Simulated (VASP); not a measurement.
# Nb: single point with r2SCAN

The system is Nb.

```
Nb
1.0
    -1.62207    1.62207    1.62207
     1.62207   -1.62207    1.62207
     1.62207    1.62207   -1.62207
Nb
1
Direct
  0.00000 0.00000 0.00000
```

```
Program             : VASP 6.6.1
Task                : single point
Functional          : r2SCAN
Potentials or basis : VASP PAW PBE potentials, release 64 (Nb_sv)
Cutoff              : 520 eV
k mesh              : 8 × 8 × 8
Occupations         : fermi-dirac, width 0.1069 eV
Spin                : no spin polarisation
```

| Property | Result |
| --- | --- |
| Pressure | 11.1 GPa |

Levels at points of the mesh, in eV from the Fermi level:
```tsv
k point	band 2	band 3	band 4	band 5	band 6	band 7	band 8	band 9	band 10	band 11
(0.00, 0.00, 0.00)	-30.44	-30.44	-30.44	-6.29	0.50	0.50	0.50	3.79	3.79	15.10
(0.50, 0.00, 0.00)	-32.14	-30.96	-30.46	-4.07	-1.81	2.63	3.85	4.62	7.18	12.41
(0.50, 0.50, 0.50)	-31.59	-31.59	-31.59	-4.16	-4.16	6.31	6.31	6.31	10.11	10.11
```

Run time: 18 s on 1 thread of Intel(R) Xeon(R) Platinum 8375C CPU @ 2.90GHz (Ice Lake) (shared host), peak memory 0.14 GiB.

Caveat: the PAW data sets were made with another functional, which shifts forces and pressure a little.
